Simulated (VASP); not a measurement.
Here is a VASP 6.6.1 calculation.

POSCAR

```
LiF
1.0
    3.2800798842      0.0000000000      0.0000000000
   -1.6400399421      2.8406325061      0.0000000000
    0.0000000000      0.0000000000      3.9995958328
Li F
2 2
Direct
    0.3333333333      0.6666666667      0.2500000000
    0.6666666667      0.3333333333      0.7500000000
    0.6666666667      0.3333333333      0.2500000000
    0.3333333333      0.6666666667      0.7500000000
```

File INCAR.step1:

```
  PREC = Accurate
  ENCUT = 520
  EDIFF = 1E-5
  ISMEAR = 0
  SIGMA = 0.01
  LREAL = False
  LASPH = True
  NELM = 100
  ALGO = Normal
  ISIF = 2
  LWAVE = True
  NBANDS = 18
  GGA = PE
```

The input INCAR.step2:

```
  PREC = Accurate
  ENCUT = 520
  EDIFF = 1E-6
  ISMEAR = 0
  SIGMA = 0.01
  LREAL = False
  LASPH = True
  NELM = 100
  ALGO = Normal
  ISIF = 2
  LWAVE = False
  LCHARG = True
  GGA = PE
  LHFCALC = True
  HFSCREEN = 0.2079
  PRECFOCK = Normal
  LELF = True
  LVHAR = True
  NBANDS = 18
  ISTART = 1
```

File KPOINTS:

```
regular mesh
0
Gamma
  6 6 4
```

Potentials or basis: VASP PAW PBE potentials, release 64 (Li_sv, F).

Launch:

```bash
$ cat potpaw_PBE.64/Li_sv/POTCAR potpaw_PBE.64/F/POTCAR > POTCAR
$ cp INCAR.step1 INCAR
$ mpirun -np 1 vasp_std > vasp.out
$ cp INCAR.step2 INCAR
$ mpirun -np 1 vasp_std > vasp.out
```

(1) Estimate the band gap on the k mesh.

Answers

(1) 9.96 eV.
